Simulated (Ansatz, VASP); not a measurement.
## Sn3H in VASP and in Ansatz

```
Sn H
1.0
    -2.96950    2.96950    2.96950
     2.96950   -2.96950    2.96950
     2.96950    2.96950   -2.96950
Sn H
3 1
Direct
  0.00000 0.50000 0.50000
  0.50000 0.00000 0.50000
  0.50000 0.50000 0.00000
  0.00000 0.00000 0.00000
```

Change from the starting cell: species swapped into the Sb3Au type (Im-3m, No. 229).

Alike in both runs: functional PBE; k mesh 12 × 12 × 12; occupations gaussian, width 0.1 eV; no spin polarisation.

Ansatz relaxed the structure, and its values are those at the end. VASP's run is a single point on that final structure, the one shown.

|  | VASP | Ansatz |
| --- | --- | --- |
| version | VASP 6.6.1 | Ansatz 0.2.0 |
| potentials or method | VASP PAW PBE potentials, release 64 (Sn_d, H), cutoff 520 eV | scalar-relativistic, plane waves, PAW |
| valence electrons in the cell | 43 | 43 |

|  | VASP | Ansatz | Ansatz less VASP |
| --- | --- | --- | --- |
| gap on the k mesh at the Fermi level (eV) | none | none | - |
| pressure (GPa) | 0.0 | 0.0 | +0.06 |

A gap of «none» marks a metal or a gap that the smearing closes.
